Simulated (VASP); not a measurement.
# SiC (F-43m) in VASP: single point with PBE

Aim: the single point of SiC with PBE.

All numbers are computed with VASP 6.6.1; they aren't measurements. Logs are shortened: lines on timing, memory, paths and dates and some standing lists are left out, and cuts for length are marked.

**The experiment to reproduce.**

From “Insight into the structural, elastic and electronic properties of a new orthorhombic 6O-SiC polytype”, 2020, pmc:7200658, for a bulk crystal of SiC: band gap 2.4 eV (indirect).

The results are compared with them further down.

**1. The cell of the first run**

Symmetry: F-43m, No. 216, cubic system. The conventional cell has a = 4.380 Å, b = 4.380 Å, c = 4.380 Å, α = 90.00°, β = 90.00°, γ = 90.00°. Within 2.5 Å of Si (site symmetry -43m) lie 4 C at 1.90 Å. Within 2.5 Å of C (site symmetry -43m) lie 4 Si at 1.90 Å.

**2. Single point, PBE**

INCAR reads:

```
PREC = Accurate
ENCUT = 600
EDIFF = 1E-6
ISMEAR = 0
SIGMA = 0.02
LREAL = F
LASPH = T
NELM = 120
ALGO = Normal
ISIF = 2
LWAVE = F
LCHARG = F
GGA = PE
NBANDS = 11
GGA_COMPAT = F
```

KPOINTS reads:

```
regular mesh
0
Gamma
  10 10 10
```

POSCAR reads:

```
SiC
1.0
    0.0000000000      2.1898721374      2.1898721374
    2.1898721374      0.0000000000      2.1898721374
    2.1898721374      2.1898721374      0.0000000000
Si C
1 1
Direct
    0.0000000000      0.0000000000      0.0000000000
    0.2500000000      0.2500000000      0.2500000000
```

Potentials or basis: VASP PAW PBE potentials, release 64 (Si, C).

Run with:

```
$ cat potpaw_PBE.64/Si/POTCAR potpaw_PBE.64/C/POTCAR > POTCAR
$ mpirun -np 1 vasp_std > vasp.out
```

OUTCAR:

```text
PREC = Accurate
   ENCUT = 600
   EDIFF = 1E-6
   ISMEAR = 0
   LREAL = F
   LASPH = T
   NELM = 120
   ISIF = 2
   GGA = PE

 ion  position               nearest neighbor table
   1  0.000  0.000  0.000-   2 1.90   2 1.90   2 1.90   2 1.90
   2  0.250  0.250  0.250-   1 1.90   1 1.90   1 1.90   1 1.90

  LATTYP: Found a face centered cubic cell.
 ALAT       =     4.3797442748

  Lattice vectors:

 A1 = (   0.0000000000,   2.1898721374,   2.1898721374)
 A2 = (   2.1898721374,   0.0000000000,   2.1898721374)
 A3 = (   2.1898721374,   2.1898721374,   0.0000000000)

Analysis of symmetry for initial positions (statically):
=====================================================================
 Subroutine PRICEL returns:
 Original cell was already a primitive cell.

 Routine SETGRP: Setting up the symmetry group for a
 face centered cubic supercell.

 Subroutine GETGRP returns: Found 24 space group operations
 (whereof 24 operations were pure point group operations)
 out of a pool of 48 trial point group operations.

The static configuration has the point symmetry T_d .

Analysis of symmetry for dynamics (positions and initial velocities):
=====================================================================
 Subroutine PRICEL returns:
 Original cell was already a primitive cell.

 Routine SETGRP: Setting up the symmetry group for a
 face centered cubic supercell.

 Subroutine GETGRP returns: Found 24 space group operations
 (whereof 24 operations were pure point group operations)
 out of a pool of 48 trial point group operations.

The dynamic configuration has the point symmetry T_d .

 Subroutine INISYM returns: Found 24 space group operations
 (whereof 24 operations are pure point group operations),
 and found     1 'primitive' translations

----------------------------------------------------------------------------------------

                                     Primitive cell

  volume of cell :      21.0032

  direct lattice vectors                    reciprocal lattice vectors
     0.000000000  2.189872137  2.189872137    -0.228323833  0.228323833  0.228323833
     2.189872137  0.000000000  2.189872137     0.228323833 -0.228323833  0.228323833
     2.189872137  2.189872137  0.000000000     0.228323833  0.228323833 -0.228323833

  length of vectors
     3.096946877  3.096946877  3.096946877     0.395468479  0.395468479  0.395468479

  position of ions in fractional coordinates (direct lattice)
     0.000000000  0.000000000  0.000000000
     0.250000000  0.250000000  0.250000000

  ion indices of the primitive-cell ions
   primitive index   ion index
                 1           1
                 2           2

----------------------------------------------------------------------------------------

 KPOINTS: regular mesh

Automatic generation of k-mesh.
 Grid dimensions read from file:
 generate k-points for:   10   10   10

 Generating k-lattice:

  Cartesian coordinates                     Fractional coordinates (reciprocal lattice)
    -0.022832383  0.022832383  0.022832383     0.100000000  0.000000000  0.000000000
     0.022832383 -0.022832383  0.022832383     0.000000000  0.100000000  0.000000000
     0.022832383  0.022832383 -0.022832383     0.000000000  0.000000000  0.100000000

  Length of vectors
     0.039546848  0.039546848  0.039546848

  Shift w.r.t. Gamma in fractional coordinates (k-lattice)
     0.000000000  0.000000000  0.000000000

 Subroutine IBZKPT returns following result:
 ===========================================

 Found     47 irreducible k-points:

 Following reciprocal coordinates:
            Coordinates               Weight
  0.000000  0.000000  0.000000      1.000000
  0.100000  0.000000  0.000000      8.000000
  0.200000  0.000000  0.000000      8.000000
  0.300000  0.000000  0.000000      8.000000
  0.400000  0.000000  0.000000      8.000000
  0.500000  0.000000  0.000000      4.000000
[... 16 lines left out ...]
  0.300000  0.300000  0.000000      6.000000
  0.400000  0.300000  0.000000     24.000000
 [... further k-points ...]
   k-points           NKPTS =     47   k-points in BZ     NKDIM =     47   number of bands    NBANDS=     11
   number of dos      NEDOS =    301   number of ions     NIONS =      2
   total plane-waves  NPLWV =  21952
   dimension x,y,z NGX =    28 NGY =   28 NGZ =   28
   dimension x,y,z NGXF=    56 NGYF=   56 NGZF=   56
   ions per type =               1   1
   NGX,Y,Z   is equivalent  to a cutoff of  15.03, 15.03, 15.03 a.u.
   NGXF,Y,Z  is equivalent  to a cutoff of  30.06, 30.06, 30.06 a.u.
 SYSTEM =  unknown system
   PREC   = accura    normal or accurate (medium, high low for compatibility)
   ISTART =      0    job   : 0-new  1-cont  2-samecut
   ICHARG =      2    charge: 1-file 2-atom 10-const
   ISPIN  =      1    spin polarized calculation?
   LNONCOLLINEAR =      F non collinear calculations
   LSORBIT =      F    spin-orbit coupling
   LASPH  =      T    aspherical Exc in radial PAW
   ENCUT  =  600.0 eV  44.10 Ry    6.64 a.u.   6.19  6.19  6.19*2*pi/ulx,y,z
   NELM   =    120;   NELMIN=  2; NELMDL= -5     # of ELM steps
   EDIFF  = 0.1E-05   stopping-criterion for ELM
   LREAL  =      F    real-space projection
   EDIFFG = 0.1E-04   stopping-criterion for IOM
   NSW    =      0    number of steps for IOM
   IBRION =     -1    ionic relax: 0-MD 1-quasi-New 2-CG
   NFREE  =      0    steps in history (QN), initial steepest desc. (CG)
   ISIF   =      2    stress and relaxation
   ISYM   =      2    0-nonsym 1-usesym 2-fastsym
   POTIM  = 0.5000    time-step for ionic-motion
   TEBEG  =    0.0;   TEEND  =   0.0 temperature during run
   PSTRESS=    0.0 pullay stress
   NELECT =       8.0000    total number of electrons
   NUPDOWN=      -1.0000    fix difference up-down
   EMIN   =  10.00;   EMAX   =-10.00  energy-range for DOS
   EFERMI =   0.00;   METHOD = LEGACY
   ISMEAR =     0;   SIGMA  =   0.02  broadening in eV -4-tet -1-fermi 0-gaus
   EFERMI_NEDOS =   21; number of points for ismear=-14 and -15
   IALGO  =     38    algorithm
   IMIX   =      4    mixing-type and parameters
     AMIX     =   0.40;   BMIX     =  1.00
     AMIX_MAG =   1.60;   BMIX_MAG =  1.00
  volume/ion in A,a.u.               =      10.50        70.87
  Fermi-wavevector in a.u.,A,eV,Ry     =   1.186705  2.242547 19.160657  1.408269
  Thomas-Fermi vector in A             =   2.322872
   LORBIT       =      0    0 simple, 1 ext, 2 COOP (PROOUT), +10 PAW based schemes
   GGA     = PE    functional components
   LHFCALC =     F    Hartree Fock is set to
   AEXX    =    0.0000 exact exchange contribution
   IVDW    =     0    specifies the selected vdW correction
   LEPSILON=     F    determine dielectric tensor
   LRPA    =     F    only Hartree local field effects (RPA)
 non-spin polarized calculation
 Gauss-broadening in eV      SIGMA  =   0.02
  energy-cutoff  :      600.00
  volume of cell :       21.00
 maximum number of plane-waves:       725
 NGX is ok and might be reduce to    28
   NGX = 13   NGY = 13   NGZ = 13

 number of electron       8.0000000 magnetization

 Free energy of the ion-electron system (eV)
  ---------------------------------------------------
  ext. energy  EPLUGINS =         0.00000000
  ---------------------------------------------------
  free energy    TOTEN  =       -15.06218779 eV

  energy without entropy =      -15.06218779  energy(sigma->0) =      -15.06218779

 E-fermi :   8.0343     XC(G=0): -11.2911

 val. band max:        7.9395556594   @ k =   0.0000   0.0000   0.0000
 cond. band min:       9.3106047043   @ k =   0.5000   0.5000   0.0000
 fundamental gap:      1.3710490449
 Fermi energy:         8.0343267942

 k-point     1 :       0.0000    0.0000    0.0000
  band No.  band energies     occupation
      1      -7.3468      2.00000
      2       7.9396      2.00000
      3       7.9396      2.00000
      4       7.9396      2.00000
      5      13.9982      0.00000
      6      15.1446      0.00000
      7      15.1446      0.00000
      8      15.1446      0.00000
      9      22.3600      0.00000
     10      22.3600      0.00000
     11      24.1899      0.00000

 k-point     2 :       0.1000    0.0000    0.0000
  band No.  band energies     occupation
      1      -7.1538      2.00000
      2       6.9330      2.00000
      3       7.8063      2.00000
      4       7.8063      2.00000
      5      14.2812      0.00000
      6      15.3857      0.00000
      7      15.3857      0.00000
      8      15.3994      0.00000
      9      21.4261      0.00000
     10      21.4261      0.00000
     11      24.0907      0.00000

 k-point     3 :       0.2000    0.0000    0.0000
  band No.  band energies     occupation
      1      -6.5834      2.00000
      2       4.8278      2.00000
      3       7.5006      2.00000
      4       7.5006      2.00000
      5      14.0114      0.00000
      6      15.7482      0.00000
      7      15.7482      0.00000
      8      16.5842      0.00000
      9      20.7660      0.00000
     10      20.7660      0.00000
     11      23.2145      0.00000

 k-point     4 :       0.3000    0.0000    0.0000
  band No.  band energies     occupation
      1      -5.6716      2.00000
      2       2.5378      2.00000
      3       7.1857      2.00000
      4       7.1857      2.00000
      5      13.6031      0.00000
      6      15.6302      0.00000
      7      15.6302      0.00000
      8      17.5759      0.00000
      9      21.5622      0.00000
     10      21.5622      0.00000
     11      22.9274      0.00000
[... 239 lines left out ...]
 k-point    22 :      -0.2000    0.2000    0.0000
  band No.  band energies     occupation
      1      -5.3655      2.00000
      2       3.1624      2.00000
      3       4.7518      2.00000
      4       7.2925      2.00000
      5      14.4255      0.00000
      6      15.8198      0.00000
      7      16.2210      0.00000
      8      16.9759      0.00000
      9      19.4073      0.00000
     10      23.2140      0.00000
     11      26.9250      0.00000

 k-point    23 :       0.3000    0.3000    0.0000
  band No.  band energies     occupation
      1      -5.1022      2.00000
      2       3.5857      2.00000
      3       5.5988      2.00000
      4       5.5988      2.00000
      5      11.0841      0.00000
      6      13.4957      0.00000
      7      19.3279      0.00000
      8      19.3279      0.00000
      9      20.1788      0.00000
     10      24.9165      0.00000
     11      29.4715      0.00000

 k-point    24 :       0.4000    0.3000    0.0000
  band No.  band energies     occupation
      1      -4.2453      2.00000
      2       2.3763      2.00000
      3       4.8185      2.00000
      4       5.3386      2.00000
      5      10.7984      0.00000
      6      13.5026      0.00000
      7      19.4019      0.00000
      8      19.7306      0.00000
      9      21.5328      0.00000
     10      25.8799      0.00000
     11      28.9668      0.00000

 [... further k-points ...]

------------------------ aborting loop because EDIFF is reached ----------------------------------------

  FORCE on cell =-STRESS in cart. coord.  units (eV):
  Direction    XX          YY          ZZ          XY          YZ          ZX
  --------------------------------------------------------------------------------------
  -------------------------------------------------------------------------------------
  Total       -0.0242714     -0.0242714     -0.0242714     -0.0000000      0.0000000     -0.0000000
  in kB       -1.8514840     -1.8514840     -1.8514840     -0.0000000      0.0000000     -0.0000000
  external PRESSURE =      -1.8514840 kB  Pullay stress =       0.0000000 kB

 VOLUME and BASIS-vectors are now :
 -----------------------------------------------------------------------------
  energy-cutoff  :      600.00
  volume of cell :       21.00
      direct lattice vectors                 reciprocal lattice vectors
     0.000000000  2.189872137  2.189872137    -0.228323833  0.228323833  0.228323833
     2.189872137  0.000000000  2.189872137     0.228323833 -0.228323833  0.228323833
     2.189872137  2.189872137  0.000000000     0.228323833  0.228323833 -0.228323833

 POSITION                                       TOTAL-FORCE (eV/Angst)
 -----------------------------------------------------------------------------------
      0.00000      0.00000      0.00000         0.000000      0.000000      0.000000
      1.09494      1.09494      1.09494        -0.000000     -0.000000     -0.000000
 -----------------------------------------------------------------------------------
    total drift:                               -0.000000     -0.000000     -0.000000

  FREE ENERGIE OF THE ION-ELECTRON SYSTEM (eV)
  ---------------------------------------------------
  free  energy   TOTEN  =       -15.0621877900 eV

  energy  without entropy=      -15.0621877900  energy(sigma->0) =      -15.06218779
```

Wall time 6.3 s (1 thread of Intel Xeon 6975P-C (Granite Rapids), shared host); peak memory 0.15 GiB.

What came out:

```
Free energy            : -15.0622 eV
Pressure               : -0.2 GPa
Band gap on the k mesh : 1.37 eV (least direct gap 4.53 eV)
```

**3. Against experiment**

Step 2. Measured gap of SiC: 2.4 eV (indirect; quoted in “Insight into the structural, elastic and electronic properties of a new orthorhombic 6O-SiC polytype”, 2020, pmc:7200658). This calculation gives 1.37 eV (-1.03 eV). The value is that of PBE on a finite k mesh, which can miss the band edges, without temperature or zero-point motion. Semilocal functionals fall short of measured gaps as a rule.
